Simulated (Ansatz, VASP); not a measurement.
# Sb: VASP beside Ansatz

```
Sb
1.0
     4.05860    0.00000    0.00000
    -2.02930    3.51485    0.00000
     0.00000    0.00000   27.10000
Sb
2
Direct
  0.33333 0.66667 0.25825
  0.66667 0.33333 0.31924
```

Alike in both runs: functional PBE; dispersion D4; k mesh 12 × 12 × 1; occupations gaussian, width 0.03 eV; no spin polarisation.

Ansatz relaxed the structure, and its values are those at the end. VASP's run is a single point on that final structure, the one shown.

|  | VASP | Ansatz |
| --- | --- | --- |
| version | VASP 6.6.1 | Ansatz 0.2.0 |
| potentials or method | VASP PAW PBE potentials, release 64 (Sb_d_GW), cutoff 400 eV | scalar-relativistic, plane waves, PAW |
| valence electrons in the cell | 30 | 30 |

|  | VASP | Ansatz | Ansatz less VASP |
| --- | --- | --- | --- |
| gap on the k mesh at the Fermi level (eV) | 1.16 | 1.16 | -0.002 |
| least direct gap on the mesh (eV) | 1.68 | 1.68 | +0.002 |

Ansatz's warnings: slab cell height set, structure snapped to symmetry.

Neither program's run includes spin-orbit coupling.
